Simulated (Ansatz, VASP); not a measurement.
AlN in VASP and in Ansatz

```
Al N
1.0
     0.00000    2.18488    2.18488
     2.23950    0.00000    2.18488
     2.23950    2.18488    0.00000
Al N
1 1
Direct
  0.00000 0.00000 0.00000
  0.25000 0.25000 0.25000
```

Change from the starting cell: uniaxial_x strain +2.5%.

Alike in both runs: task single point; functional HSE06; k mesh 8 × 8 × 8; no spin polarisation.

```csv
,VASP,Ansatz
version,VASP 6.6.1,Ansatz 0.2.0
potentials or method,"VASP PAW PBE potentials, release 64 (Al, N)","plane waves, PAW"
plane-wave cutoff (eV),520,420
occupations,"gaussian, width 0.01 eV",fixed
valence electrons in the cell,8,8
```

|  | VASP | Ansatz | Ansatz less VASP |
| --- | --- | --- | --- |
| gap on the k mesh at the Fermi level (eV) | 4.45 | 4.45 | 0.000 |
| pressure (GPa) | -5.8 | -5.6 | +0.18 |
| traceless stress, the component that is largest in VASP (GPa) | -2.59 | -2.58 | +0.018 |

Ansatz's warnings: stress exchange threshold loose, stress scf threshold loose.
